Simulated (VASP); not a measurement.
Set up this calculation in VASP 6.6.1, as the native input.

| Quantity | Value |
| --- | --- |
| Task | single point |
| Functional | PBE |
| Potentials or basis | VASP PAW PBE potentials, release 64 (Rh_pv) |
| Cutoff | 520 eV |
| k mesh | 21 × 21 × 12 |
| Occupations | gaussian, width 0.15 eV |
| Spin | no spin polarisation |
| Dipole correction | no |
| Further INCAR settings | ALGO = Fast; EDIFF = 1e-06; NBANDS = 22 |

The structure of Rh lies in POSCAR:

```
Rh
1.0
    2.6161647503      0.0000000000      0.0000000000
   -1.3080823752      2.2656651343      0.0000000000
    0.0000000000      0.0000000000      4.4718104077
Rh
2
Direct
    0.6666666667      0.3333333333      0.7500000000
    0.3333333333      0.6666666667      0.2500000000
```

This isn't the form of Rh at room conditions, which is fcc.

The input as run:

INCAR

```
SYSTEM = Rh
PREC = Accurate
ENCUT = 520
EDIFF = 1E-6
ISMEAR = 0
SIGMA = 0.15
LREAL = .FALSE.
LASPH = .TRUE.
NELM = 60
ALGO = Fast
ISIF = 2
LWAVE = .FALSE.
LCHARG = .TRUE.
GGA = PE
LELF = .TRUE.
LVHAR = .TRUE.
NBANDS = 22
```

KPOINTS

```
regular mesh
0
G
  21 21 12
  0 0 0
```

Potentials or basis: VASP PAW PBE potentials, release 64 (Rh_pv).

Command:

```sh
$ cat potpaw_PBE.64/Rh_pv/POTCAR > POTCAR
$ mpirun -np 1 vasp_std > vasp.out
```

It gave:

The pressure is 19.4 GPa and the band gap on the k mesh is zero (bands 15 and 16 overlap by 2.64 eV).

Caveat: the cell stands under pressure.

Wall time 65 s on 1 thread of Intel(R) Xeon(R) 6975P-C (Granite Rapids), with other jobs on the host, peak memory 0.26 GiB.
